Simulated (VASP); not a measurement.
# Al3Cu (Im-3m) in VASP: single point with PBEsol

Aim: the single point of Al3Cu with PBEsol.

All numbers are computed with VASP 6.6.1; they aren't measurements. Logs are shortened: lines on timing, memory, paths and dates and some standing lists are left out, and cuts for length are marked.

## Step 1: The cell of the first run

Symmetry: Im-3m, No. 229, cubic system. Conventional cell: a = 4.904 Å, b = 4.904 Å, c = 4.904 Å, α = 90.00°, β = 90.00°, γ = 90.00°. Within 3.2 Å of Al (site symmetry 4/mmm) lie 4 Al at 2.45 Å and 2 Cu at 2.45 Å. Cu (site symmetry m-3m) has 6 Al at 2.45 Å within 3.2 Å.

## Step 2: Single point, PBEsol

The input, INCAR:

```
SYSTEM = Al3Cu
  ALGO = Fast
  EDIFF = 1E-7
  ENCUT = 520
  GGA = PS
  ISIF = 2
  ISMEAR = 0
  LASPH = .True.
  LCHARG = .False.
  LREAL = .False.
  LWAVE = .False.
  NBANDS = 18
  NELM = 60
  PREC = Accurate
  SIGMA = 0.15
```

The input, KPOINTS:

```
k-points
0
Gamma
  14 14 14
  0 0 0
```

The input, POSCAR:

```
Al3Cu
1.0
    4.0867153821     -0.8173430764     -0.8173430764
   -0.8173430764      4.0867153821     -0.8173430764
   -0.8173430764     -0.8173430764      4.0867153821
Al Cu
3 1
Direct
    0.0000000000      0.5000000000      0.5000000000
    0.5000000000      0.0000000000      0.5000000000
    0.5000000000      0.5000000000      0.0000000000
    0.0000000000      0.0000000000      0.0000000000
```

Potentials or basis: VASP PAW PBE potentials, release 64 (Al, Cu).

Launch:

```
> cat potpaw_PBE.64/Al/POTCAR potpaw_PBE.64/Cu/POTCAR > POTCAR
> mpirun -np 1 vasp_std > vasp.out
```

OUTCAR:

```text
SYSTEM = Al3Cu
   EDIFF = 1E-7
   ENCUT = 520
   GGA = PS
   ISIF = 2
   ISMEAR = 0
   LASPH = .True.
   LREAL = .False.
   NELM = 60
   PREC = Accurate

 ion  position               nearest neighbor table
   1  0.000  0.500  0.500-   2 2.45   3 2.45   4 2.45   4 2.45   3 2.45   2 2.45
   2  0.500  0.000  0.500-   1 2.45   3 2.45   4 2.45   3 2.45   4 2.45   1 2.45
   3  0.500  0.500  0.000-   1 2.45   2 2.45   4 2.45   2 2.45   1 2.45   4 2.45
   4  0.000  0.000  0.000-   1 2.45   2 2.45   3 2.45   1 2.45   2 2.45   3 2.45

  LATTYP: Found a body centered cubic cell.
 ALAT       =     4.9040584585

  Lattice vectors:

 A1 = (   4.0867153821,  -0.8173430764,  -0.8173430764)
 A2 = (  -0.8173430764,   4.0867153821,  -0.8173430764)
 A3 = (  -0.8173430764,  -0.8173430764,   4.0867153821)

Analysis of symmetry for initial positions (statically):
=====================================================================
 Subroutine PRICEL returns:
 Original cell was already a primitive cell.

 Routine SETGRP: Setting up the symmetry group for a
 body centered cubic supercell.

 Subroutine GETGRP returns: Found 48 space group operations
 (whereof 48 operations were pure point group operations)
 out of a pool of 48 trial point group operations.

The static configuration has the point symmetry O_h .

Analysis of symmetry for dynamics (positions and initial velocities):
=====================================================================
 Subroutine PRICEL returns:
 Original cell was already a primitive cell.

 Routine SETGRP: Setting up the symmetry group for a
 body centered cubic supercell.

 Subroutine GETGRP returns: Found 48 space group operations
 (whereof 48 operations were pure point group operations)
 out of a pool of 48 trial point group operations.

The dynamic configuration has the point symmetry O_h .

 Subroutine INISYM returns: Found 48 space group operations
 (whereof 48 operations are pure point group operations),
 and found     1 'primitive' translations

----------------------------------------------------------------------------------------

                                     Primitive cell

  volume of cell :      58.9708

  direct lattice vectors                    reciprocal lattice vectors
     4.086715382 -0.817343076 -0.817343076     0.271883654  0.067970914  0.067970914
    -0.817343076  4.086715382 -0.817343076     0.067970914  0.271883654  0.067970914
    -0.817343076 -0.817343076  4.086715382     0.067970914  0.067970914  0.271883654

  length of vectors
     4.247039207  4.247039207  4.247039207     0.288376163  0.288376163  0.288376163

  position of ions in fractional coordinates (direct lattice)
     0.000000000  0.500000000  0.500000000
     0.500000000  0.000000000  0.500000000
     0.500000000  0.500000000  0.000000000
     0.000000000  0.000000000  0.000000000

  ion indices of the primitive-cell ions
   primitive index   ion index
                 1           1
                 2           2
                 3           3
                 4           4

----------------------------------------------------------------------------------------

 KPOINTS: k-points

Automatic generation of k-mesh.
 Grid dimensions read from file:
 generate k-points for:   14   14   14

 Generating k-lattice:

  Cartesian coordinates                     Fractional coordinates (reciprocal lattice)
     0.019420261  0.004855065  0.004855065     0.071428571 -0.000000000 -0.000000000
     0.004855065  0.019420261  0.004855065    -0.000000000  0.071428571 -0.000000000
     0.004855065  0.004855065  0.019420261    -0.000000000 -0.000000000  0.071428571

  Length of vectors
     0.020598297  0.020598297  0.020598297

  Shift w.r.t. Gamma in fractional coordinates (k-lattice)
     0.000000000  0.000000000  0.000000000

 Subroutine IBZKPT returns following result:
 ===========================================

 Found    104 irreducible k-points:

 Following reciprocal coordinates:
            Coordinates               Weight
  0.000000  0.000000  0.000000      1.000000
  0.071429  0.000000  0.000000     12.000000
  0.142857  0.000000  0.000000     12.000000
  0.214286  0.000000  0.000000     12.000000
  0.285714  0.000000  0.000000     12.000000
  0.357143  0.000000  0.000000     12.000000
[... 16 lines left out ...]
  0.285714  0.285714  0.000000     24.000000
  0.357143  0.285714  0.000000     24.000000
 [... further k-points ...]
   k-points           NKPTS =    104   k-points in BZ     NKDIM =    104   number of bands    NBANDS=     18
   number of dos      NEDOS =    301   number of ions     NIONS =      4
   total plane-waves  NPLWV =  32768
   dimension x,y,z NGX =    32 NGY =   32 NGZ =   32
   dimension x,y,z NGXF=    64 NGYF=   64 NGZF=   64
   ions per type =               3   1
   NGX,Y,Z   is equivalent  to a cutoff of  12.53, 12.53, 12.53 a.u.
   NGXF,Y,Z  is equivalent  to a cutoff of  25.05, 25.05, 25.05 a.u.
 SYSTEM =  Al3Cu
   PREC   = accura    normal or accurate (medium, high low for compatibility)
   ISTART =      0    job   : 0-new  1-cont  2-samecut
   ICHARG =      2    charge: 1-file 2-atom 10-const
   ISPIN  =      1    spin polarized calculation?
   LNONCOLLINEAR =      F non collinear calculations
   LSORBIT =      F    spin-orbit coupling
   LASPH  =      T    aspherical Exc in radial PAW
   ENCUT  =  520.0 eV  38.22 Ry    6.18 a.u.   7.90  7.90  7.90*2*pi/ulx,y,z
   NELM   =     60;   NELMIN=  2; NELMDL= -5     # of ELM steps
   EDIFF  = 0.1E-06   stopping-criterion for ELM
   LREAL  =      F    real-space projection
   EDIFFG = 0.1E-05   stopping-criterion for IOM
   NSW    =      0    number of steps for IOM
   IBRION =     -1    ionic relax: 0-MD 1-quasi-New 2-CG
   NFREE  =      0    steps in history (QN), initial steepest desc. (CG)
   ISIF   =      2    stress and relaxation
   ISYM   =      2    0-nonsym 1-usesym 2-fastsym
   POTIM  = 0.5000    time-step for ionic-motion
   TEBEG  =    0.0;   TEEND  =   0.0 temperature during run
   PSTRESS=    0.0 pullay stress
   NELECT =      20.0000    total number of electrons
   NUPDOWN=      -1.0000    fix difference up-down
   EMIN   =  10.00;   EMAX   =-10.00  energy-range for DOS
   EFERMI =   0.00;   METHOD = LEGACY
   ISMEAR =     0;   SIGMA  =   0.15  broadening in eV -4-tet -1-fermi 0-gaus
   EFERMI_NEDOS =   21; number of points for ismear=-14 and -15
   IALGO  =     68    algorithm
   IMIX   =      4    mixing-type and parameters
     AMIX     =   0.40;   BMIX     =  1.00
     AMIX_MAG =   1.60;   BMIX_MAG =  1.00
  volume/ion in A,a.u.               =      14.74        99.49
  Fermi-wavevector in a.u.,A,eV,Ry     =   1.141666  2.157437 17.733861  1.303402
  Thomas-Fermi vector in A             =   2.278366
   LORBIT       =      0    0 simple, 1 ext, 2 COOP (PROOUT), +10 PAW based schemes
   GGA     = PS    functional components
   LHFCALC =     F    Hartree Fock is set to
   AEXX    =    0.0000 exact exchange contribution
   IVDW    =     0    specifies the selected vdW correction
   LEPSILON=     F    determine dielectric tensor
   LRPA    =     F    only Hartree local field effects (RPA)
 non-spin polarized calculation
 RMM-DIIS sequential band-by-band and
 Gauss-broadening in eV      SIGMA  =   0.15
  energy-cutoff  :      520.00
  volume of cell :       58.97
 maximum number of plane-waves:      1638
   NGX = 15   NGY = 15   NGZ = 15

 number of electron      20.0000012 magnetization

 Free energy of the ion-electron system (eV)
  ---------------------------------------------------
  ext. energy  EPLUGINS =         0.00000000
  ---------------------------------------------------
  free energy    TOTEN  =       -14.28409396 eV

  energy without entropy =      -14.26293553  energy(sigma->0) =      -14.27351475

 E-fermi :   7.9828     XC(G=0): -10.8805

 val. band max:        7.9811617120   @ k =   0.2143   0.0714   0.0714
 cond. band min:       7.9849021438   @ k =  -0.3571   0.5000   0.1429
 fundamental gap:      0.0037404318
 Fermi energy:         7.9828166447

 k-point     1 :       0.0000    0.0000    0.0000
  band No.  band energies     occupation
      1      -2.9138      2.00000
      2       4.0213      2.00000
      3       4.0213      2.00000
      4       4.2235      2.00000
      5       4.2235      2.00000
      6       4.2235      2.00000
[... 10 lines left out ...]
     17      11.2838      0.00000
     18      11.2838      0.00000

 k-point     2 :       0.0714    0.0000    0.0000
  band No.  band energies     occupation
      1      -2.8508      2.00000
      2       3.9855      2.00000
      3       4.0187      2.00000
      4       4.1946      2.00000
      5       4.2016      2.00000
      6       4.2356      2.00000
[... 10 lines left out ...]
     17      11.6192      0.00000
     18      11.9029      0.00000

 k-point     3 :       0.1429    0.0000    0.0000
  band No.  band energies     occupation
      1      -2.6621      2.00000
      2       3.8248      2.00000
      3       4.0141      2.00000
      4       4.1148      2.00000
      5       4.1686      2.00000
      6       4.2713      2.00000
[... 10 lines left out ...]
     17      12.4027      0.00000
     18      13.3963      0.00000

 k-point     4 :       0.2143    0.0000    0.0000
  band No.  band energies     occupation
      1      -2.3490      2.00000
      2       3.4406      2.00000
      3       4.0029      2.00000
      4       4.0140      2.00000
      5       4.1415      2.00000
      6       4.3284      2.00000
[... 375 lines left out ...]
      4       3.9358      2.00000
      5       4.0775      2.00000
      6       4.2976      2.00000
[... 10 lines left out ...]
     17      16.3008      0.00000
     18      16.5646      0.00000

 k-point    23 :       0.2857    0.2857    0.0000
  band No.  band energies     occupation
      1       0.0043      2.00000
      2       1.3966      2.00000
      3       1.9298      2.00000
      4       3.9871      2.00000
      5       4.0822      2.00000
      6       4.1982      2.00000
[... 10 lines left out ...]
     17      16.3727      0.00000
     18      16.6436      0.00000

 k-point    24 :       0.3571    0.2857    0.0000
  band No.  band energies     occupation
      1       0.6071      2.00000
      2       0.8691      2.00000
      3       1.7224      2.00000
      4       4.0058      2.00000
      5       4.0774      2.00000
      6       4.1432      2.00000
[... 10 lines left out ...]
     17      16.5714      0.00000
     18      16.6381      0.00000

 [... further k-points ...]

------------------------ aborting loop because EDIFF is reached ----------------------------------------

  FORCE on cell =-STRESS in cart. coord.  units (eV):
  Direction    XX          YY          ZZ          XY          YZ          ZX
  --------------------------------------------------------------------------------------
  -------------------------------------------------------------------------------------
  Total        7.3670650      7.3670650      7.3670650      0.0000000      0.0000000      0.0000000
  in kB      200.1557920    200.1557920    200.1557920      0.0000000      0.0000000      0.0000000
  external PRESSURE =     200.1557920 kB  Pullay stress =       0.0000000 kB

 VOLUME and BASIS-vectors are now :
 -----------------------------------------------------------------------------
  energy-cutoff  :      520.00
  volume of cell :       58.97
      direct lattice vectors                 reciprocal lattice vectors
     4.086715382 -0.817343076 -0.817343076     0.271883654  0.067970914  0.067970914
    -0.817343076  4.086715382 -0.817343076     0.067970914  0.271883654  0.067970914
    -0.817343076 -0.817343076  4.086715382     0.067970914  0.067970914  0.271883654

 POSITION                                       TOTAL-FORCE (eV/Angst)
 -----------------------------------------------------------------------------------
     -0.81734      1.63469      1.63469         0.000000      0.000000     -0.000000
      1.63469     -0.81734      1.63469        -0.000000     -0.000000      0.000000
      1.63469      1.63469     -0.81734        -0.000000      0.000000      0.000000
      0.00000      0.00000      0.00000         0.000000     -0.000000      0.000000
 -----------------------------------------------------------------------------------
    total drift:                                0.000000     -0.000000      0.000000

  FREE ENERGIE OF THE ION-ELECTRON SYSTEM (eV)
  ---------------------------------------------------
  free  energy   TOTEN  =       -14.2840939615 eV

  energy  without entropy=      -14.2629355287  energy(sigma->0) =      -14.27351475
```

It took 3.3 min on 1 thread of Intel Xeon Platinum 8375C at 2.90GHz (Ice Lake), shared host; peak memory 0.25 GiB.

Results:

| Item | Value |
| --- | --- |
| Free energy | -14.2841 eV |
| Pressure | 20.0 GPa |
| Band gap on the k mesh | zero (bands 10 and 11 overlap by 5.31 eV) |

Caveat: the cell stands under pressure; the PAW data sets were made with another functional, which shifts forces and pressure a little.
